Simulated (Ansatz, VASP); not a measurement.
# One calculation of SiNi, two programs

```
CELL_PARAMETERS angstrom
2.94277 0.00000 0.00000
0.00000 3.28033 0.00000
0.00000 0.00000 4.67745
ATOMIC_POSITIONS crystal
Ni 0.50000 0.50000 0.34250
Ni 0.00000 0.00000 0.65750
Si 0.50000 0.50000 0.84314
Si 0.00000 0.00000 0.15686
```

Alike in both runs: task single point; functional RPBE; k mesh 9 × 8 × 6; occupations fermi-dirac, width 0.05 eV; collinear spin.

|  | VASP | Ansatz |
| --- | --- | --- |
| version | VASP 6.6.1 | Ansatz 0.2.0 |
| potentials or method | VASP PAW PBE potentials, release 64 (Ni_sv_GW, Si) | Ansatz PAW |
| plane-wave cutoff (eV) | 690 | 420 |
| valence electrons in the cell | 44 | 44 |

|  | VASP | Ansatz | Ansatz less VASP |
| --- | --- | --- | --- |
| gap on the k mesh at the Fermi level (eV) | none | none | - |
| pressure (GPa) | 9.4 | 10.6 | +1.17 |
| traceless stress, the component that is largest in VASP (GPa) | -0.64 | -0.62 | +0.019 |
| rms of the force components (eV/Å) | 0.061 | 0.056 | -0.0050 |
| net moment per atom (μB) | 0.00 | 0.00 | 0.000 |

VASP's potentials were made for PBE, not for RPBE. Atom by atom the forces differ by 0.007 eV/Å (rms over components). A gap of «none» marks a metal or a gap that the smearing closes. The functional is the same, so the differences come from potentials, cutoffs and numerics.
